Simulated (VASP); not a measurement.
Runs of VASP 6.6.1 on W. Symmetry: Im-3m, No. 229, cubic system. Conventional cell: a = 3.170 Å, b = 3.170 Å, c = 3.170 Å, α = 90.00°, β = 90.00°, γ = 90.00°. W (site symmetry m-3m) has 14 W at 2.75 to 3.17 Å within 3.6 Å. 

| task | level | potentials or basis | spin | k mesh for the DOS | occupations for the DOS | gap on the mesh (eV) | pressure (GPa) |
| --- | --- | --- | --- | --- | --- | --- | --- |
| single point | LDA | VASP PAW LDA potentials, release 64 (W_sv) | off | - | - | none | (a) |
| single point | r2SCAN | VASP PAW PBE potentials, release 64 (W_sv) | off | - | - | none | 0.9 |
| single point | PBE | VASP PAW PBE potentials, release 64 (W_sv) | non-collinear, zero start, SOC | - | - | - | 5.8 |
| single point | PBE | VASP PAW PBE potentials, release 64 (W_sv) | off | - | - | none | 4.8 |

Alike in all rows: cell as given; k mesh 10 × 10 × 10; cutoff (eV) 520; smearing fermi-dirac 0.1 eV.

Task: Fill in the values left out.

Result: (a) -8.2.

Caveats: spin-orbit coupling is left out, which moves the levels of the heavy elements (some runs); the PAW data sets were made with another functional, which shifts forces and pressure a little (some runs).

A k mesh can miss the band edges, and rows without SOC leave out spin-orbit coupling on W.

A gap of «none» marks levels without a gap at the run's occupations.
